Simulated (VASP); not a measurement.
Write the native input for VASP 6.6.1 that does the following.

```yaml
Task: single point
Functional: RPBE
Dispersion: D4
Potentials_or_basis: VASP PAW PBE potentials, release 64 (Ga_d, N)
Cutoff: 520 eV
k_mesh: 10 × 10 × 10
Occupations: gaussian, width 0.05 eV
Spin: no spin polarisation
Dipole_correction: no
Further_INCAR_settings: ALGO = Normal; EDIFF = 1e-06; NBANDS = 16
```

The structure of GaN lies in POSCAR:

```
GaN
1.0
    0.0000000000      1.9925010849      1.9925010849
    1.9925010849      0.0000000000      1.9925010849
    1.9925010849      1.9925010849      0.0000000000
Ga N
1 1
Direct
    0.5000000000      0.5000000000      0.5000000000
    0.0000000000      0.0000000000      0.0000000000
```

These files were run (other wordings do the same):

INCAR

```
SYSTEM = GaN
PREC = Accurate ; ENCUT = 520
EDIFF = 1E-6 ; ISMEAR = 0
SIGMA = 0.05 ; LREAL = .FALSE.
LASPH = .TRUE. ; NELM = 100
ALGO = Normal ; ISIF = 2
LWAVE = .FALSE. ; LCHARG = .FALSE.
GGA = RP ; IVDW = 13
NBANDS = 16
```

KPOINTS

```
regular mesh
0
G
  10 10 10
  0 0 0
```

Potentials or basis: VASP PAW PBE potentials, release 64 (Ga_d, N).

Launch:

```console
$ cat potpaw_PBE.64/Ga_d/POTCAR potpaw_PBE.64/N/POTCAR > POTCAR
$ mpirun -np 1 vasp_std > vasp.out
```

It gave:

| Property | Result |
| --- | --- |
| Pressure | 52.3 GPa |
| Band gap on the k mesh | 1.92 eV, indirect (least direct gap 5.22 eV) |
| Dispersion energy per atom | -1.139 eV |

Caveat: the PAW data sets were made with another functional, which shifts forces and pressure a little.

Wall time 28 s on 1 thread of Intel(R) Xeon(R) Platinum 8488C (Sapphire Rapids) (shared host), peak memory 0.14 GiB.
